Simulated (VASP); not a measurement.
Runs of VASP 6.6.1 on SiC2. The structure is that of space group Fmmm (No. 69), or close to it. The cells are those of the table. 

```tsv
task	spin	cell	k mesh	cutoff (eV)	gap on the mesh (eV)	pressure (GPa)	relaxed volume (Å³/atom)	largest force (eV/Å)
single point	off	a = 5.520, b = 5.088, c = 4.127 Å, angles 72.8, 61.7, 45.6°, 6 atoms	4 × 4 × 4	520	none	0.0	-	0.04
single point	collinear, ferromagnetic start	a = 5.527, b = 5.089, c = 4.132 Å, angles 72.8, 61.6, 45.6°, 6 atoms	6 × 6 × 6	520	none	0.1	-	0.04
relaxation of cell and atoms	off	relaxed from a = 5.769, b = 4.930, c = 4.596 Å, angles 74.4, 55.4, 50.1°, 6 atoms	4 × 4 × 4	600	none	0.0	(a)	0.01
single point	off	a = 5.527, b = 5.089, c = 4.132 Å, angles 72.8, 61.6, 45.6°, 6 atoms	6 × 6 × 6	520	none	0.1	-	0.04
relaxation of cell and atoms	off	relaxed from a = 5.527, b = 5.089, c = 4.132 Å, angles 72.8, 61.6, 45.6°, 6 atoms	10 × 10 × 10	600	none	0.0	12.15	-
single point	off	a = 5.542, b = 5.088, c = 4.153 Å, angles 72.9, 61.3, 45.8°, 6 atoms	10 × 10 × 10	520	none	0.1	-	0.02
single point	off	a = 5.769, b = 4.930, c = 4.596 Å, angles 74.4, 55.4, 50.1°, 6 atoms	4 × 4 × 4	520	0.11	(b)	-	21.90
```

Alike in all rows: level PBE; potentials or basis VASP PAW PBE potentials, release 64 (Si, C); smearing gaussian 0.1 eV.

**Question.** Fill in the values left out.

**Answer.** (a) 11.93; (b) 36.7.

Caveats: some runs use coarse meshes; forces of over 1 eV/Å act on the atoms, so gaps and moduli don't describe the material at rest (some runs).

A k mesh can miss the band edges.

A gap of «none» marks levels without a gap at the run's occupations.
